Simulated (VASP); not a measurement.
Set up this calculation in VASP 6.6.1, as the native input.

| Quantity | Value |
| --- | --- |
| Task | single point |
| Functional | PBEsol |
| Potentials or basis | VASP PAW PBE potentials, release 64 (B, N) |
| Cutoff | 520 eV |
| k mesh | 11 × 11 × 4 |
| Occupations | fermi-dirac, width 0.02 eV |
| Spin | no spin polarisation |
| Dipole correction | no |
| Further INCAR settings | ALGO = Normal; EDIFF = 1e-06; NBANDS = 16 |

The structure of BN lies in POSCAR:

```
BN
1.0
    2.4871858845      0.0000000000      0.0000000000
   -1.2435929423      2.1539661599      0.0000000000
    0.0000000000      0.0000000000      6.6164926127
B N
2 2
Direct
    0.3333333333      0.6666666667      0.2500000000
    0.6666666667      0.3333333333      0.7500000000
    0.3333333333      0.6666666667      0.7500000000
    0.6666666667      0.3333333333      0.2500000000
```

This cell differs from its parent crystal: volume scaled by 0.98.

These files were run (other wordings do the same):

INCAR

```
SYSTEM = BN
ALGO = Normal ; EDIFF = 1E-6
ENCUT = 520 ; GGA = PS
ISIF = 2 ; ISMEAR = -1
LASPH = .True. ; LCHARG = .False.
LREAL = .False. ; LWAVE = .False.
NBANDS = 16 ; NELM = 100
PREC = Accurate ; SIGMA = 0.02
```

KPOINTS

```
k-points
0
Gamma
  11 11 4
  0 0 0
```

Potentials or basis: VASP PAW PBE potentials, release 64 (B, N).

The run is started by

```bash
$ cat potpaw_PBE.64/B/POTCAR potpaw_PBE.64/N/POTCAR > POTCAR
$ mpirun -np 1 vasp_std > vasp.out
```

Results of the run:

The pressure is 5.8 GPa and the band gap on the k mesh is 4.25 eV, indirect (least direct gap 4.64 eV).

Caveat: the PAW data sets were made with another functional, which shifts forces and pressure a little; this functional lacks dispersion, which binds the layers, so the pressure and a relaxed spacing across them are unreliable.

It took 18 s on 1 thread of Intel(R) Xeon(R) Platinum 8259CL CPU @ 2.50GHz (Skylake/Cascade Lake), on a shared host, peak memory 0.15 GiB.
